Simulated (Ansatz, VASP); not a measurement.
**MnF2: VASP beside Ansatz**

```
Mn F
1.0
     0.00000    4.58589    4.58589
     4.58589    0.00000    4.58589
     4.58589    4.58589    0.00000
Mn F
2 4
Direct
  0.50000 0.50000 0.50000
  0.75000 0.75000 0.75000
  0.12500 0.62500 0.62500
  0.62500 0.12500 0.62500
  0.62500 0.62500 0.12500
  0.62500 0.62500 0.62500
```

Alike in both runs: functional PBE; k mesh 4 × 4 × 4; occupations gaussian, width 0.1 eV; collinear spin.

Ansatz relaxed the structure, and its values are those at the end. VASP's run is a single point on that final structure, the one shown.

```csv
,VASP,Ansatz
version,VASP 6.6.1,Ansatz 0.2.0
potentials or method,"VASP PAW PBE potentials, release 64 (Mn_pv, F), cutoff 520 eV","scalar-relativistic, plane waves, PAW"
valence electrons in the cell,54,58
```

|  | VASP | Ansatz | Ansatz less VASP |
| --- | --- | --- | --- |
| gap on the k mesh at the Fermi level (eV) | 2.87 | 2.85 | -0.024 |
| least direct gap on the mesh (eV) | 2.93 | 2.91 | -0.024 |
| pressure (GPa) | 0.1 | 0.0 | -0.08 |
| net moment per atom (μB) | 0.00 | 0.00 | 0.000 |
| size of the moment on the site where the two differ most (μB) | 4.45 | 3.94 | -0.509 |

Site moments also hang on the region over which each program counts them. VASP's potentials hold 54 valence electrons a cell and Ansatz's 58, so a difference there can come from the potentials and not from the codes.
